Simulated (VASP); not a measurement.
CaO: single point with PBE

The system is CaO.

```
CELL_PARAMETERS angstrom
4.11174 0.00000 0.00000
-2.05587 3.56087 0.00000
0.00000 0.00000 4.92839
ATOMIC_POSITIONS crystal
Ca 0.33333 0.66667 0.75000
Ca 0.66667 0.33333 0.25000
O 0.33333 0.66667 0.25000
O 0.66667 0.33333 0.75000
```

This cell differs from its parent crystal: strain +0.030 along x and y, +0.030 along z.

```
Program             : VASP 6.6.1
Task                : single point
Functional          : PBE
Potentials or basis : VASP PAW PBE potentials, release 64 (Ca_sv, O)
Cutoff              : 520 eV
k mesh              : 9 × 9 × 6
Occupations         : gaussian, width 0.05 eV
Spin                : no spin polarisation
```

```json
{
 "Pressure": "-5.3 GPa",
 "Band gap on the k mesh": "2.85 eV, direct"
}
```

Stress tensor (GPa, compression positive):
```
-5.16  0.00  0.00
 0.00 -5.16  0.00
 0.00  0.00 -5.60
```

Levels at points of the mesh, in eV from the valence-band top:
```
           k point  band 13  band 14  band 15  band 16  band 17  band 18  band 19  band 20
(0.00, 0.00, 0.00)    -1.09    -0.99    -0.99     0.00     2.85     5.90     5.90     7.18
(0.00, 0.00, 0.50)    -1.14    -1.14    -1.14    -1.14     4.63     4.63     7.33     7.33
```

Run time: 74 s on 1 thread of Intel Xeon 6975P-C, with other jobs on the host, peak memory 0.23 GiB.

Caveat: the cell differs from its parent crystal (strain +0.030 along x and y, +0.030 along z). A k mesh can miss the band edges.
